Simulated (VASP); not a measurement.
Input of a VASP 6.6.1 run:

File INCAR:

```
SYSTEM = CsI
PREC = Accurate
ENCUT = 500
EDIFF = 1E-6
ISMEAR = 0
SIGMA = 0.01
LREAL = .FALSE.
LASPH = .TRUE.
NELM = 120
ALGO = Normal
ISIF = 2
LWAVE = .FALSE.
LCHARG = .FALSE.
GGA = PE
NBANDS = 15
GGA_COMPAT = .FALSE.
```

File KPOINTS:

```
Automatic mesh
0
G
  6 6 6
  0 0 0
```

File POSCAR:

```
CsI
1.0
    4.6080832452      0.0000000000      0.0000000000
    0.0000000000      4.6080832452      0.0000000000
    0.0000000000      0.0000000000      4.6080832452
Cs I
1 1
Direct
    0.0000000000      0.0000000000      0.0000000000
    0.5000000000      0.5000000000      0.5000000000
```

Potentials or basis: VASP PAW PBE potentials, release 64 (Cs_sv, I).

Launch:

```bash
$ cat potpaw_PBE.64/Cs_sv/POTCAR potpaw_PBE.64/I/POTCAR > POTCAR
$ mpirun -np 1 vasp_std > vasp.out
```

Question: What does it give for the band gap on the k mesh?

Answer: 3.79 eV, indirect (least direct gap 3.88 eV).

Question: What does it give for the pressure?

Answer: 0.4 GPa.

Caveat: spin-orbit coupling is left out, which moves the levels of the heavy elements. As with any semilocal functional, this PBE gap is likely too small.
